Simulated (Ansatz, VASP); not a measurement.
# Nb in VASP and in Ansatz

```xyz
1
Lattice="0.0000 2.2842 1.9458 2.2842 0.0000 1.9458 2.2842 2.2842 0.0000" Properties=species:S:1:pos:R:3 pbc="T T T"
Nb    0.0000    0.0000    0.0000
```

Change from the starting cell: strain +0.080 along x and y, -0.080 along z, atoms carried along.

Alike in both runs: task single point; functional PBEsol; k mesh 20 × 20 × 20; occupations gaussian, width 0.15 eV; no spin polarisation.

|  | VASP | Ansatz |
| --- | --- | --- |
| version | VASP 6.6.1 | Ansatz 0.2.0 |
| potentials or method | VASP PAW PBE potentials, release 64 (Nb_sv), cutoff 520 eV | scalar-relativistic, plane waves, PAW |
| valence electrons in the cell | 13 | 13 |

```csv
,VASP,Ansatz,Ansatz less VASP
gap on the k mesh at the Fermi level (eV),none,none,-
pressure (GPa),-18.7,-18.4,+0.24
"traceless stress, the component that is largest in VASP (GPa)",-9.37,-9.41,-0.047
```

VASP's potentials were made for PBE, not for PBEsol. A gap of «none» marks a metal or a gap that the smearing closes. The functional is the same, so the differences come from potentials, cutoffs and numerics.
